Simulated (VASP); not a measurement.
A run of VASP 6.6.1:

The input INCAR:

```
PREC = Accurate
ENCUT = 520
EDIFF = 1E-6
ISMEAR = 0
SIGMA = 0.05
LREAL = F
LASPH = T
NELM = 60
ALGO = Normal
ISIF = 2
LWAVE = F
LCHARG = T
LELF = T
LVHAR = T
NBANDS = 35
```

Contents of KPOINTS:

```
regular mesh
0
Gamma
  6 6 8
```

The input POSCAR:

```
SnO2
1.0
    4.7924604755      0.0000000000      0.0000000000
    0.0000000000      4.7929689394      0.0000000000
    0.0000000000      0.0000000000      3.2376852524
Sn O
2 4
Direct
    0.5000000000      0.5000000000      0.5000000000
    0.0000000000      0.0000000000      0.0000000000
    0.3059920358      0.3580673078      0.0000000000
    0.8059920358      0.1419326922      0.5000000000
    0.1940079642      0.8580673078      0.5000000000
    0.6940079642      0.6419326922      0.0000000000
```

Potentials or basis: VASP PAW LDA potentials, release 64 (Sn_d, O).

The run is started by

```bash
$ cat potpaw_LDA.64/Sn_d/POTCAR potpaw_LDA.64/O/POTCAR > POTCAR
$ mpirun -np 1 vasp_std > vasp.out
```

Hardware: 1 thread of Intel Xeon 8259CL, with other jobs on the host.

Question: Estimate the wall time of this run.

Answer: Wall time 2.7 min on 1 thread of Intel Xeon 8259CL (shared host), peak memory 0.24 GiB. Counts: scf iterations 14, k points 80.
